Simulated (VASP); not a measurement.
Input of a VASP 6.6.1 run:

The input INCAR:

```
SYSTEM = C
  PREC = Accurate
  ENCUT = 520
  EDIFF = 1E-6
  ISMEAR = 0
  SIGMA = 0.05
  LREAL = .FALSE.
  LASPH = .TRUE.
  NELM = 100
  ALGO = Normal
  ISIF = 2
  LWAVE = .FALSE.
  LCHARG = .TRUE.
  LELF = .TRUE.
  LVHAR = .TRUE.
  NBANDS = 11
```

Contents of KPOINTS:

```
Automatic mesh
0
G
  12 12 12
  0 0 0
```

POSCAR

```
C
1.0
    0.0000000000      1.6518163951      1.7757026247
    1.6518163951      0.0000000000      1.7757026247
    1.6518163951      1.6518163951      0.0000000000
C
2
Direct
    0.5000000000      0.5000000000      0.5000000000
    0.7500000000      0.7500000000      0.7500000000
```

Potentials or basis: VASP PAW LDA potentials, release 64 (C).

Command:

```sh
$ cat potpaw_LDA.64/C/POTCAR > POTCAR
$ mpirun -np 1 vasp_std > vasp.out
```

Q: Estimate the band gap on the k mesh.

A: 3.52 eV, indirect (least direct gap 5.29 eV).

Q: Estimate the pressure.

A: 77.6 GPa.

Stress tensor (GPa, compression positive):
```
105.68   0.00   0.00
  0.00 105.68   0.00
  0.00   0.00  21.33
```

 A k mesh can miss the band edges.
